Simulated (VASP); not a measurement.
A run of VASP 6.6.1 is set up as follows.

INCAR

```
SYSTEM = Os
PREC = Accurate
ENCUT = 600
EDIFF = 1E-7
ISMEAR = -1
SIGMA = 0.1
LREAL = .FALSE.
LASPH = .TRUE.
NELM = 60
ALGO = Normal
ISIF = 3
LWAVE = .FALSE.
LCHARG = .FALSE.
GGA = B5
ALDAX = 1.0
AGGAX = 1.0
AGGAC = 1.0
ALDAC = 0.0
IBRION = 2
NSW = 80
EDIFFG = -0.01
```

File KPOINTS:

```
regular mesh
0
G
  14 14 14
  0 0 0
```

The input POSCAR:

```
Os
1.0
   -1.5179840853      1.5179840853      1.5179840853
    1.5179840853     -1.5179840853      1.5179840853
    1.5179840853      1.5179840853     -1.5179840853
Os
1
Direct
    0.0000000000      0.0000000000      0.0000000000
```

Potentials or basis: VASP PAW PBE potentials, release 64 (Os).

Run with:

```console
$ cat potpaw_PBE.64/Os/POTCAR > POTCAR
$ mpirun -np 1 vasp_std > vasp.out
```

Predict the band gap on the k mesh.

zero (band 4 reaches 10.85 eV, above the bottom of band 5 at 7.03 eV).

Predict the space group after relaxing (to 0.05 Å).

Im-3m (No. 229).

Estimate the relaxed volume.

15.61 Å³/atom.

Final structure:
```
Os
1.0
    -1.57423    1.57423    1.57423
     1.57423   -1.57423    1.57423
     1.57423    1.57423   -1.57423
Os
1
Direct
  0.00000 0.00000 0.00000
```

Caveat: the PAW data sets were made with another functional, which shifts forces and pressure a little; spin-orbit coupling is left out, which moves the levels of the heavy elements.
